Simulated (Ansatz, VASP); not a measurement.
**Two plane-wave programs on Sr3Ag**

```
Sr Ag
1.0
     5.47509    0.00000    0.00000
     0.00000    5.47509    0.00000
     0.00000    0.00000    5.47509
Sr Ag
3 1
Direct
  0.00000 0.50000 0.50000
  0.50000 0.00000 0.50000
  0.50000 0.50000 0.00000
  0.00000 0.00000 0.00000
```

Alike in both runs: functional PBE; k mesh 8 × 8 × 8; occupations gaussian, width 0.1 eV; no spin polarisation.

Ansatz relaxed the structure, and its values are those at the end. VASP's run is a single point on that final structure, the one shown.

|  | VASP | Ansatz |
| --- | --- | --- |
| version | VASP 6.6.1 | Ansatz 0.2.0 |
| potentials or method | VASP PAW PBE potentials, release 64 (Sr_sv, Ag), cutoff 520 eV | scalar-relativistic, plane waves, PAW |
| valence electrons in the cell | 41 | 49 |

```tsv
	VASP	Ansatz	Ansatz less VASP
gap on the k mesh at the Fermi level (eV)	none	none	-
pressure (GPa)	0.0	0.0	-0.03
```

A gap of «none» marks a metal or a gap that the smearing closes. VASP's potentials hold 41 valence electrons a cell and Ansatz's 49, so a difference there can come from the potentials and not from the codes.
